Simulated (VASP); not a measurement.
**PbSe2: single point with HSE06**

The system is PbSe2.

```xyz
3
Lattice="2.0150 1.1634 5.7137 -2.0150 1.1634 5.7137 0.0000 -2.3268 5.7137" Properties=species:S:1:pos:R:3 pbc="T T T"
Pb    0.0000    0.0000    0.0000
Se    0.0000    0.0000    4.0500
Se    0.0000    0.0000   13.0911
```

```yaml
Program: VASP 6.6.1
Task: single point
Functional: HSE06
Potentials_or_basis: VASP PAW PBE potentials, release 64 (Pb_d, Se)
Cutoff: 520 eV
k_mesh: 4 × 4 × 4
Occupations: fermi-dirac, width 0.02 eV
Spin: no spin polarisation
Dipole_correction: no
Grid_for_exact_exchange_PRECFOCK: Normal
Further_INCAR_settings: ALGO = Normal; EDIFF = 1e-06; NBANDS = 20
Share_of_exact_exchange: 0.25
Screening_parameter: 0.2079 1/Å
```

- Pressure: -0.4 GPa
- Largest force: 0.299 eV/Å
- Band gap on the k mesh: zero (bands 13 and 14 overlap by 0.52 eV)

Forces in eV/Å, atoms in the order of the input:
```
Pb   0.000  0.000  0.000
Se   0.000  0.000  0.299
Se   0.000  0.000 -0.299
```

Stress tensor (GPa, compression positive):
```
-0.05  0.00  0.00
 0.00 -0.05  0.00
 0.00  0.00 -1.02
```

Levels at points of the mesh, in eV from the Fermi level:
| k point | band 11 | band 12 | band 13 | band 14 | band 15 | band 16 |
| --- | --- | --- | --- | --- | --- | --- |
| (0.00, 0.00, 0.00) | -1.06 | -1.06 | -0.64 | -0.51 | 3.34 | 4.42 |
| (0.50, 0.00, 0.00) | -2.66 | -2.51 | -1.82 | 0.90 | 3.85 | 6.41 |
| (0.50, 0.50, 0.00) | -2.05 | -1.31 | -0.43 | -0.04 | 3.44 | 4.86 |
| (0.50, 0.50, 0.50) | -1.76 | -0.55 | -0.55 | 2.15 | 3.14 | 4.79 |

Run time: 96 min on 1 thread of Intel(R) Xeon(R) Platinum 8375C CPU @ 2.90GHz (Ice Lake) (shared host), peak memory 0.45 GiB.

Caveat: the k points lie up to 0.46 Å⁻¹ apart, too coarse for converged energies and pressures of a metal; the PAW data sets were made with another functional, which shifts forces and pressure a little; spin-orbit coupling is left out, which moves the levels of the heavy elements.
